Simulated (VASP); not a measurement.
Set up this calculation in VASP 6.6.1, as the native input.

| Property | Result |
| --- | --- |
| Task | relaxation of cell and atoms |
| Functional | PBE |
| Potentials or basis | VASP PAW PBE potentials, release 64 (Mg, Zn, Te) |
| Cutoff | 600 eV |
| k mesh | 6 × 6 × 4 |
| Occupations | gaussian, width 0.02 eV |
| Spin | no spin polarisation |
| Dipole correction | no |
| Further INCAR settings | ALGO = Normal; EDIFF = 1e-07; IBRION = 2; EDIFFG = -0.01; NSW = 100; ISIF = 3 |

The structure of MgZn3Te4 lies in POSCAR:

```
MgZn3Te4
1.0
    4.4323752269      0.0000000000      0.0000000000
    0.0000000000      4.4323752269      0.0000000000
    0.0000000000      0.0000000000     12.4876867900
Mg Zn Te
1 3 4
Direct
    0.5000000000      0.5000000000      0.0000000000
    0.0000000000      0.0000000000      0.7426657342
    0.5000000000      0.5000000000      0.5000000000
    0.0000000000      0.0000000000      0.2573342658
    0.5000000000      0.0000000000      0.3786868347
    0.0000000000      0.5000000000      0.1359575574
    0.5000000000      0.0000000000      0.8640424426
    0.0000000000      0.5000000000      0.6213131653
```

One way to write it, as run:

INCAR

```
SYSTEM = MgZn3Te4
ALGO     = Normal         ! electronic algorithm
EDIFF    = 1E-7           ! SCF threshold, eV
EDIFFG   = -0.01          ! ionic threshold
ENCUT    = 600            ! plane-wave cutoff, eV
GGA      = PE             ! functional
IBRION   = 2              ! ionic algorithm
ISIF     = 3              ! what is computed and relaxed
ISMEAR   = 0              ! smearing method
LASPH    = .TRUE.         ! aspherical terms in the spheres
LCHARG   = .FALSE.        ! write CHGCAR
LREAL    = .FALSE.        ! projectors in reciprocal space
LWAVE    = .FALSE.        ! write WAVECAR
NELM     = 60             ! most SCF steps
NSW      = 100            ! ionic steps
PREC     = Accurate       ! precision mode
SIGMA    = 0.02           ! smearing width, eV
```

KPOINTS

```
k-points
0
G
  6 6 4
  0 0 0
```

Potentials or basis: VASP PAW PBE potentials, release 64 (Mg, Zn, Te).

Run with:

```console
$ cat potpaw_PBE.64/Mg/POTCAR potpaw_PBE.64/Zn/POTCAR potpaw_PBE.64/Te/POTCAR > POTCAR
$ mpirun -np 1 vasp_std > vasp.out
```

It gave:

| Property | Result |
| --- | --- |
| Relaxed volume | 30.74 Å³/atom |
| Relaxed cell | a = 4.423 Å, b = 4.423 Å, c = 12.575 Å, α = 90.00°, β = 90.00°, γ = 90.00° |
| Space group after relaxing (to 0.1 Å) | P-4m2 (No. 115) |
| Energy gained by relaxing | 0.2 meV/atom |
| Ionic steps | 5 |
| Pressure after relaxing | 0.0 GPa |
| Largest force after relaxing | 0.004 eV/Å |
| Band gap on the k mesh | 1.28 eV |

Caveat: spin-orbit coupling is left out, which moves the levels of the heavy elements.

Wall time 30 min on 1 thread of Oxide Virtual Turin-like Processor, on a shared host, peak memory 0.56 GiB.
